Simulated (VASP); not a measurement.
GeBr: single point with PBE

GeBr:

```
Ge Br
1.0
     4.89341    0.00000    0.00000
    -2.44671    4.23782    0.00000
     0.00000    0.00000    5.44052
Ge Br
2 2
Direct
  0.00000 0.00000 0.00000
  0.00000 0.00000 0.50000
  0.33333 0.66667 0.75000
  0.66667 0.33333 0.25000
```

```json
{
  "Program": "VASP 6.6.1",
  "Task": "single point",
  "Functional": "PBE",
  "Potentials or basis": "VASP PAW PBE potentials, release 64 (Ge_d, Br)",
  "Cutoff": "520 eV",
  "k mesh": "6 × 6 × 4",
  "Occupations": "gaussian, width 0.1 eV",
  "Spin": "no spin polarisation"
}
```

| Item | Value |
| --- | --- |
| Pressure | -0.2 GPa |
| Band gap on the k mesh | zero (bands 21 and 22 overlap by 1.40 eV) |

Levels at points of the mesh, in eV from the Fermi level:
```
           k point  band 18  band 19  band 20  band 21  band 22  band 23  band 24  band 25
(0.00, 0.00, 0.00)    -4.35    -3.57    -2.91    -2.76     0.15     0.15     1.51     1.51
(0.50, 0.00, 0.00)    -3.59    -3.30    -3.23    -2.47     0.36     0.96     1.40     2.99
(0.00, 0.00, 0.50)    -4.31    -3.59    -3.59     0.16     0.16     0.16     0.16     1.61
(0.50, 0.00, 0.50)    -4.71    -2.85    -2.85     1.07     1.07     1.42     1.42     1.60
```

It took 45 s on 1 thread of Intel(R) Xeon(R) Platinum 8488C (Sapphire Rapids) (shared host), peak memory 0.24 GiB.
